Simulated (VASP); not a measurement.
Here is a VASP 6.6.1 calculation.

Contents of INCAR:

```
ALGO = Normal
EDIFF = 1E-6
ENCUT = 520
GGA = PE
ISIF = 2
ISMEAR = 0
LASPH = True
LCHARG = False
LREAL = Auto
LWAVE = False
NBANDS = 48
NELECT = 66.0
NELM = 80
PREC = Accurate
SIGMA = 0.02
```

KPOINTS

```
k-points
0
Gamma
  2 2 2
```

The input POSCAR:

```
LiSi16
1.0
    0.0000000000      5.4300000000      5.4300000000
    5.4300000000      0.0000000000      5.4300000000
    5.4300000000      5.4300000000      0.0000000000
Si Li
16 1
Direct
   -0.0090393186     -0.0088374770      0.0165162983
    0.1246014733      0.1248031308      0.1243955801
    0.0032616022      0.0034636280      0.5009557090
    0.1145266114      0.1147297422      0.6458358195
    0.0034935543      0.4985058932     -0.0107066298
    0.1246001842      0.6160106814      0.1243850829
    0.0032572744      0.4821325967      0.5009526703
    0.1349084715      0.6194607735      0.6159773481
    0.4983043278      0.0036954880     -0.0107067219
    0.6158084715      0.1248016575      0.1243860037
    0.4819295580      0.0034590239      0.5009538674
    0.6192584715      0.1351109576      0.6159774401
    0.4983042357      0.4985055249     -0.0107009208
    0.6309162063      0.6311180479      0.0966482505
    0.5067161142      0.5069185083      0.4692496317
    0.6192561694      0.6194580110      0.6159806630
    0.8456152855      0.8458184162      0.4525607735
```

Potentials or basis: VASP PAW PBE potentials, release 64 (Si, Li_sv).

The run is started by

```console
$ cat potpaw_PBE.64/Si/POTCAR potpaw_PBE.64/Li_sv/POTCAR > POTCAR
$ mpirun -np 1 vasp_std > vasp.out
```

Question: What does it give for the largest force?

Answer: 0.723 eV/Å.

Forces on the atoms (eV/Å):
```
Si  -0.020 -0.020  0.020
Si   0.031  0.031 -0.009
Si   0.029  0.029 -0.047
Si   0.021  0.021 -0.023
Si   0.032  0.017 -0.032
Si   0.011  0.027 -0.028
Si   0.047  0.028 -0.027
Si   0.043 -0.019 -0.043
Si   0.017  0.032 -0.032
Si   0.027  0.011 -0.028
Si   0.028  0.047 -0.027
Si  -0.019  0.043 -0.043
Si   0.032  0.032 -0.019
Si   0.048  0.048 -0.050
Si   0.048  0.048 -0.050
Si   0.042  0.042  0.019
Li  -0.417 -0.417  0.419
```

Caveat: the k points lie up to 0.50 Å⁻¹ apart; the cell carries a net charge on a neutralising background, which shifts energy and pressure.
